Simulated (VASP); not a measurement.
# W (Im-3m) in VASP: relaxation of cell and atoms with PBE

Aim: the relaxation of cell and atoms of W with PBE.

All numbers are computed with VASP 6.6.1; they aren't measurements. Logs are shortened: lines on timing, memory, paths and dates and some standing lists are left out, and cuts for length are marked.

**1. The cell of the first run**

Symmetry: Im-3m, No. 229, cubic system. Conventional cell: a = 2.975 Å, b = 2.975 Å, c = 2.975 Å, α = 90.00°, β = 90.00°, γ = 90.00°. W (site symmetry m-3m) has 14 W at 2.58 to 2.98 Å within 3.4 Å.

**2. Relaxation of cell and atoms, PBE, target pressure 97 GPa, at which the enthalpy is minimised**

The input, INCAR:

```
PREC     = Accurate       # precision mode
ENCUT    = 600            # plane-wave cutoff, eV
EDIFF    = 1E-6           # SCF threshold, eV
ISMEAR   = -1             # smearing method
SIGMA    = 0.08           # smearing width, eV
LREAL    = False          # projectors in reciprocal space
LASPH    = True           # aspherical terms in the spheres
NELM     = 60             # most SCF steps
ALGO     = Normal         # electronic algorithm
ISIF     = 3              # what is computed and relaxed
LWAVE    = False          # write WAVECAR
LCHARG   = False          # write CHGCAR
GGA      = PE             # functional
IBRION   = 2              # ionic algorithm
NSW      = 60             # ionic steps
EDIFFG   = -0.005         # ionic threshold
PSTRESS  = 970.0
```

The input, KPOINTS:

```
regular mesh
0
Gamma
  18 18 18
```

The input, POSCAR:

```
W
1.0
   -1.4876052113      1.4876052113      1.4876052113
    1.4876052113     -1.4876052113      1.4876052113
    1.4876052113      1.4876052113     -1.4876052113
W
1
Direct
    0.0000000000      0.0000000000      0.0000000000
```

Potentials or basis: VASP PAW PBE potentials, release 64 (W_sv).

Launch:

```console
$ cat potpaw_PBE.64/W_sv/POTCAR > POTCAR
$ mpirun -np 1 vasp_std > vasp.out
```

OUTCAR:

```text
PREC = Accurate
   ENCUT = 600
   EDIFF = 1E-6
   ISMEAR = -1
   LREAL = False
   LASPH = True
   NELM = 60
   ISIF = 3
   GGA = PE
   IBRION = 2
   NSW = 60
   EDIFFG = -0.005
   PSTRESS = 970.0

 ion  position               nearest neighbor table
   1  0.000  0.000  0.000-

  LATTYP: Found a body centered cubic cell.
 ALAT       =     2.9752104226

  Lattice vectors:

 A1 = (  -1.4876052113,   1.4876052113,   1.4876052113)
 A2 = (   1.4876052113,  -1.4876052113,   1.4876052113)
 A3 = (   1.4876052113,   1.4876052113,  -1.4876052113)

Analysis of symmetry for initial positions (statically):
=====================================================================
 Subroutine PRICEL returns:
 Original cell was already a primitive cell.

 Routine SETGRP: Setting up the symmetry group for a
 body centered cubic supercell.

 Subroutine GETGRP returns: Found 48 space group operations
 (whereof 48 operations were pure point group operations)
 out of a pool of 48 trial point group operations.

The static configuration has the point symmetry O_h .

Analysis of symmetry for dynamics (positions and initial velocities):
=====================================================================
 Subroutine PRICEL returns:
 Original cell was already a primitive cell.

 Routine SETGRP: Setting up the symmetry group for a
 body centered cubic supercell.

 Subroutine GETGRP returns: Found 48 space group operations
 (whereof 48 operations were pure point group operations)
 out of a pool of 48 trial point group operations.

The dynamic configuration has the point symmetry O_h .

 Subroutine INISYM returns: Found 48 space group operations
 (whereof 48 operations are pure point group operations),
 and found     1 'primitive' translations

----------------------------------------------------------------------------------------

                                     Primitive cell

  volume of cell :      13.1681

  direct lattice vectors                    reciprocal lattice vectors
    -1.487605211  1.487605211  1.487605211     0.000000000  0.336110681  0.336110681
     1.487605211 -1.487605211  1.487605211     0.336110681  0.000000000  0.336110681
     1.487605211  1.487605211 -1.487605211     0.336110681  0.336110681  0.000000000

  length of vectors
     2.576607808  2.576607808  2.576607808     0.475332283  0.475332283  0.475332283

  position of ions in fractional coordinates (direct lattice)
     0.000000000  0.000000000  0.000000000

  ion indices of the primitive-cell ions
   primitive index   ion index
                 1           1

----------------------------------------------------------------------------------------

 KPOINTS: regular mesh

Automatic generation of k-mesh.
 Grid dimensions read from file:
 generate k-points for:   18   18   18

 Generating k-lattice:

  Cartesian coordinates                     Fractional coordinates (reciprocal lattice)
     0.000000000  0.018672816  0.018672816     0.055555556  0.000000000  0.000000000
     0.018672816  0.000000000  0.018672816     0.000000000  0.055555556  0.000000000
     0.018672816  0.018672816  0.000000000     0.000000000  0.000000000  0.055555556

  Length of vectors
     0.026407349  0.026407349  0.026407349

  Shift w.r.t. Gamma in fractional coordinates (k-lattice)
     0.000000000  0.000000000  0.000000000

 Subroutine IBZKPT returns following result:
 ===========================================

 Found    195 irreducible k-points:

 Following reciprocal coordinates:
            Coordinates               Weight
  0.000000  0.000000  0.000000      1.000000
  0.055556  0.000000  0.000000     12.000000
  0.111111  0.000000  0.000000     12.000000
  0.166667  0.000000  0.000000     12.000000
  0.222222  0.000000  0.000000     12.000000
  0.277778  0.000000  0.000000     12.000000
[... 16 lines left out ...]
  0.333333  0.111111  0.000000     48.000000
  0.388889  0.111111  0.000000     48.000000
 [... further k-points ...]
   k-points           NKPTS =    195   k-points in BZ     NKDIM =    195   number of bands    NBANDS=     11
   number of dos      NEDOS =    301   number of ions     NIONS =      1
   total plane-waves  NPLWV =  13824
   dimension x,y,z NGX =    24 NGY =   24 NGZ =   24
   dimension x,y,z NGXF=    48 NGYF=   48 NGZF=   48
   ions per type =               1
   NGX,Y,Z   is equivalent  to a cutoff of  15.49, 15.49, 15.49 a.u.
   NGXF,Y,Z  is equivalent  to a cutoff of  30.97, 30.97, 30.97 a.u.
 SYSTEM =  unknown system
   PREC   = accura    normal or accurate (medium, high low for compatibility)
   ISTART =      0    job   : 0-new  1-cont  2-samecut
   ICHARG =      2    charge: 1-file 2-atom 10-const
   ISPIN  =      1    spin polarized calculation?
   LNONCOLLINEAR =      F non collinear calculations
   LSORBIT =      F    spin-orbit coupling
   LASPH  =      T    aspherical Exc in radial PAW
   ENCUT  =  600.0 eV  44.10 Ry    6.64 a.u.   5.15  5.15  5.15*2*pi/ulx,y,z
   NELM   =     60;   NELMIN=  2; NELMDL= -5     # of ELM steps
   EDIFF  = 0.1E-05   stopping-criterion for ELM
   LREAL  =      F    real-space projection
   EDIFFG = -.5E-02   stopping-criterion for IOM
   NSW    =     60    number of steps for IOM
   IBRION =      2    ionic relax: 0-MD 1-quasi-New 2-CG
   NFREE  =      1    steps in history (QN), initial steepest desc. (CG)
   ISIF   =      3    stress and relaxation
   ISYM   =      2    0-nonsym 1-usesym 2-fastsym
   POTIM  = 0.5000    time-step for ionic-motion
   TEBEG  =    0.0;   TEEND  =   0.0 temperature during run
   PSTRESS=  970.0 pullay stress
   NELECT =      14.0000    total number of electrons
   NUPDOWN=      -1.0000    fix difference up-down
   EMIN   =  10.00;   EMAX   =-10.00  energy-range for DOS
   EFERMI =   0.00;   METHOD = LEGACY
   ISMEAR =    -1;   SIGMA  =   0.08  broadening in eV -4-tet -1-fermi 0-gaus
   EFERMI_NEDOS =   21; number of points for ismear=-14 and -15
   IALGO  =     38    algorithm
   IMIX   =      4    mixing-type and parameters
     AMIX     =   0.40;   BMIX     =  1.00
     AMIX_MAG =   1.60;   BMIX_MAG =  1.00
  volume/ion in A,a.u.               =      13.17        88.86
  Fermi-wavevector in a.u.,A,eV,Ry     =   1.670872  3.157490 37.984921  2.791813
  Thomas-Fermi vector in A             =   2.756294
   LORBIT       =      0    0 simple, 1 ext, 2 COOP (PROOUT), +10 PAW based schemes
   GGA     = PE    functional components
   LHFCALC =     F    Hartree Fock is set to
   AEXX    =    0.0000 exact exchange contribution
   IVDW    =     0    specifies the selected vdW correction
   LEPSILON=     F    determine dielectric tensor
   LRPA    =     F    only Hartree local field effects (RPA)
 conjugate gradient relaxation of ions
 non-spin polarized calculation
  energy-cutoff  :      600.00
  volume of cell :       13.17
 maximum number of plane-waves:       466
 NGX is ok and might be reduce to    24
   NGX = 11   NGY = 11   NGZ = 11

--------------------------------------- Ionic step        1  -------------------------------------------

 number of electron      14.0000000 magnetization

 Free energy of the ion-electron system (eV)
  ---------------------------------------------------
  ext. energy  EPLUGINS =         0.00000000
  ---------------------------------------------------
  free energy    TOTEN  =       -12.20442958 eV

  energy without entropy =      -12.19307208  energy(sigma->0) =      -12.19875083

------------------------ aborting loop because EDIFF is reached ----------------------------------------

  FORCE on cell =-STRESS in cart. coord.  units (eV):
  Direction    XX          YY          ZZ          XY          YZ          ZX
  --------------------------------------------------------------------------------------
  -------------------------------------------------------------------------------------
  Total        7.8289478      7.8289478      7.8289478      0.0000000      0.0000000      0.0000000
  in kB      952.5568721    952.5568721    952.5568721      0.0000000      0.0000000      0.0000000
  external PRESSURE =     -17.4431279 kB  Pullay stress =     970.0000000 kB

 VOLUME and BASIS-vectors are now :
 -----------------------------------------------------------------------------
  energy-cutoff  :      600.00
  volume of cell :       13.17
      direct lattice vectors                 reciprocal lattice vectors
    -1.487605211  1.487605211  1.487605211     0.000000000  0.336110681  0.336110681
     1.487605211 -1.487605211  1.487605211     0.336110681  0.000000000  0.336110681
     1.487605211  1.487605211 -1.487605211     0.336110681  0.336110681  0.000000000
[... 44 lines left out ...]
  FREE ENERGIE OF THE ION-ELECTRON SYSTEM (eV)
  ---------------------------------------------------
  free  energy   TOTEN  =       -12.0313430162 eV

  energy  without entropy=      -12.0208270459  energy(sigma->0) =      -12.02608503

  enthalpy is  TOTEN    =        -4.2233053766 eV   P V=        7.8080376396

--------------------------------------- Ionic step        3  -------------------------------------------

 number of electron      14.0000000 magnetization

 Free energy of the ion-electron system (eV)
  ---------------------------------------------------
  ext. energy  EPLUGINS =         0.00000000
  ---------------------------------------------------
  free energy    TOTEN  =       -12.18362110 eV

  energy without entropy =      -12.17236187  energy(sigma->0) =      -12.17799148

 E-fermi :  14.4278     XC(G=0): -14.7386

 val. band max:       14.4144204366   @ k =  -0.3889   0.3889   0.2778
 cond. band min:      14.4502652314   @ k =  -0.4444   0.4444   0.2222
 fundamental gap:      0.0358447948
 Fermi energy:        14.4278423400

 k-point     1 :       0.0000    0.0000    0.0000
  band No.  band energies     occupation
      1     -59.6402      2.00000
      2     -22.7983      2.00000
      3     -22.7983      2.00000
      4     -22.7983      2.00000
      5       3.7599      2.00000
      6      12.7698      2.00000
      7      12.7698      2.00000
      8      12.7698      2.00000
      9      17.0766      0.00000
     10      17.0766      0.00000
     11      29.2689      0.00000

 k-point     2 :       0.0556    0.0000    0.0000
  band No.  band energies     occupation
      1     -59.6312      2.00000
      2     -22.8784      2.00000
      3     -22.8219      2.00000
      4     -22.7991      2.00000
      5       3.9519      2.00000
      6      12.6468      2.00000
      7      12.7422      2.00000
      8      12.9557      2.00000
      9      16.8611      0.00000
     10      17.0727      0.00000
     11      29.4463      0.00000
[... 295 lines left out ...]
 k-point    24 :       0.3889    0.1111    0.0000
  band No.  band energies     occupation
      1     -59.3374      2.00000
      2     -24.9979      2.00000
      3     -23.6086      2.00000
      4     -22.9292      2.00000
      5       7.3492      2.00000
      6      10.0005      2.00000
      7      14.2166      1.86679
      8      16.9338      0.00000
      9      18.7331      0.00000
     10      22.6791      0.00000
     11      27.5180      0.00000

 [... further k-points ...]
[... 5 lines left out ...]
  --------------------------------------------------------------------------------------
  -------------------------------------------------------------------------------------
  Total        7.9512211      7.9512211      7.9512211     -0.0000000     -0.0000000      0.0000000
  in kB      969.9888912    969.9888912    969.9888912     -0.0000000     -0.0000000      0.0000000
  external PRESSURE =      -0.0111088 kB  Pullay stress =     970.0000000 kB

 VOLUME and BASIS-vectors are now :
 -----------------------------------------------------------------------------
  energy-cutoff  :      600.00
  volume of cell :       13.13
      direct lattice vectors                 reciprocal lattice vectors
    -1.486297975  1.486297975  1.486297975     0.000000000  0.336406298  0.336406298
     1.486297975 -1.486297975  1.486297975     0.336406298  0.000000000  0.336406298
     1.486297975  1.486297975 -1.486297975     0.336406298  0.336406298  0.000000000

 POSITION                                       TOTAL-FORCE (eV/Angst)
 -----------------------------------------------------------------------------------
      0.00000      0.00000      0.00000         0.000000      0.000000     -0.000000
 -----------------------------------------------------------------------------------
    total drift:                                0.000000      0.000000     -0.000000

  FREE ENERGIE OF THE ION-ELECTRON SYSTEM (eV)
  ---------------------------------------------------
  free  energy   TOTEN  =       -12.1836211018 eV

  energy  without entropy=      -12.1723618676  energy(sigma->0) =      -12.17799148

  enthalpy is  TOTEN    =        -4.2323089807 eV   P V=        7.9513121211

 reached required accuracy - stopping structural energy minimisation
```

Wall time 45 s (1 thread of Intel Xeon 6975P-C (Granite Rapids), shared host); peak memory 0.17 GiB.

Results:

- Free energy: -12.1836 eV
- Relaxed volume: 13.13 Å³/atom
- Relaxed cell: a = 2.574 Å, b = 2.574 Å, c = 2.574 Å, α = 109.47°, β = 109.47°, γ = 109.47°
- Space group after relaxing (to 0.1 Å): Im-3m (No. 229)
- Energy change on relaxing (the run minimises the enthalpy): +20.8 meV/atom
- Ionic steps: 3
- Pressure after relaxing: 97.0 GPa
- Band gap on the k mesh: zero (bands 7 and 8 overlap by 8.28 eV)

The path:
| step | energy change (eV) | largest force (eV/Å) | pressure (GPa) | volume (Å³) |
| --- | --- | --- | --- | --- |
| 1 | 0.0000 | 0.0000 | 95.26 | 13.17 |
| 2 | 0.1731 | 0.0000 | 109.40 | 12.90 |
| 3 | 0.0208 | 0.0000 | 97.00 | 13.13 |

Final structure:
```yaml
crystal:
  lattice:
    - [-1.48630, 1.48630, 1.48630]
    - [1.48630, -1.48630, 1.48630]
    - [1.48630, 1.48630, -1.48630]
  atoms:
    - { symbol: W, position: [0.00000, 0.00000, 0.00000] }
```

Caveat: the cell is relaxed towards a set pressure, so the run minimises the enthalpy, not the energy; spin-orbit coupling is left out, which moves the levels of the heavy elements.
